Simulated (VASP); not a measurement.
Input of a VASP 6.6.1 run:

File POSCAR:

```
Ta
1.0
    3.7480347416      0.0000000000      0.0000000000
   -1.8740173708      3.2458933005      0.0000000000
    0.0000000000      0.0000000000      6.1842573236
Ta
4
Direct
    0.3333333333      0.6666666667      0.4375000000
    0.6666666667      0.3333333333      0.9375000000
    0.6666666667      0.3333333333      0.5625000000
    0.3333333333      0.6666666667      0.0625000000
```

The input INCAR.step1:

```
PREC = Accurate
ENCUT = 520
ISMEAR = 0
SIGMA = 0.1
LREAL = False
LASPH = True
NELM = 100
NBANDS = 30
GGA = PE
ALGO = Normal
EDIFF = 1E-4
LWAVE = True
LCHARG = False
```

INCAR.step2

```
PREC = Accurate
ENCUT = 520
EDIFF = 1E-6
ISMEAR = 0
SIGMA = 0.1
LREAL = False
LASPH = True
NELM = 100
ALGO = Normal
ISIF = 2
LWAVE = False
LCHARG = False
METAGGA = R2SCAN
LMIXTAU = True
NBANDS = 30
ISTART = 1
```

The input KPOINTS:

```
Automatic mesh
0
Gamma
  6 6 4
```

Potentials or basis: VASP PAW PBE potentials, release 64 (Ta_pv).

The run is started by

```sh
$ cat potpaw_PBE.64/Ta_pv/POTCAR > POTCAR
$ cp INCAR.step1 INCAR
$ mpirun -np 1 vasp_std > vasp.out
$ cp INCAR.step2 INCAR
$ mpirun -np 1 vasp_std > vasp.out
```

Question: Predict the largest force.

Answer: 0.297 eV/Å.

Question: Predict the band gap on the k mesh.

Answer: Zero (band 22 reaches 5.66 eV, above the bottom of band 23 at 4.28 eV).

Question: Estimate the pressure.

Answer: 59.8 GPa.

Forces in eV/Å, atoms in the order of the input:
```
Ta   0.000  0.000 -0.297
Ta   0.000  0.000 -0.297
Ta   0.000  0.000  0.297
Ta   0.000  0.000  0.297
```

Caveat: the PAW data sets were made with another functional, which shifts forces and pressure a little; spin-orbit coupling is left out, which moves the levels of the heavy elements.
